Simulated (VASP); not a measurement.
Pd, 2 atoms in the cell. Symmetry: P6_3/mmc, No. 194, hexagonal system. The conventional cell has a = 2.784 Å, b = 2.784 Å, c = 4.629 Å, α = 90.00°, β = 90.00°, γ = 120.00°. Pd (site symmetry -6m2) has 12 Pd at 2.78 to 2.82 Å within 3.7 Å. This isn't the form of Pd at room conditions, which is fcc.

* Program: VASP 6.6.1
* Task: single point
* Functional: HSE06
* Potentials or basis: VASP PAW PBE potentials, release 64 (Pd_sv_GW)
* Cutoff: 470 eV
* k mesh: 6 × 6 × 3
* Occupations: fermi-dirac, width 0.05 eV
* Spin: no spin polarisation
* Dipole correction: no
* Grid for exact exchange (PRECFOCK): Normal
* Further INCAR settings: ALGO = Normal; EDIFF = 1e-06; NBANDS = 25
* Share of exact exchange: 0.25
* Screening parameter: 0.2079 1/Å

Potentials or basis: VASP PAW PBE potentials, release 64 (Pd_sv_GW).

Launch:

```sh
$ cat potpaw_PBE.64/Pd_sv_GW/POTCAR > POTCAR
$ cp INCAR.step1 INCAR
$ mpirun -np 1 vasp_std > vasp.out
$ cp INCAR.step2 INCAR
$ mpirun -np 1 vasp_std > vasp.out
```

Hardware: 1 thread of Intel(R) Xeon(R) 6975P-C (Granite Rapids) (shared host).

Problem. Estimate the wall time of this run.

Solution. Wall time 25 min on 1 thread of Intel(R) Xeon(R) 6975P-C (Granite Rapids), with other jobs on the host, peak memory 0.26 GiB. Counts: k points 14.
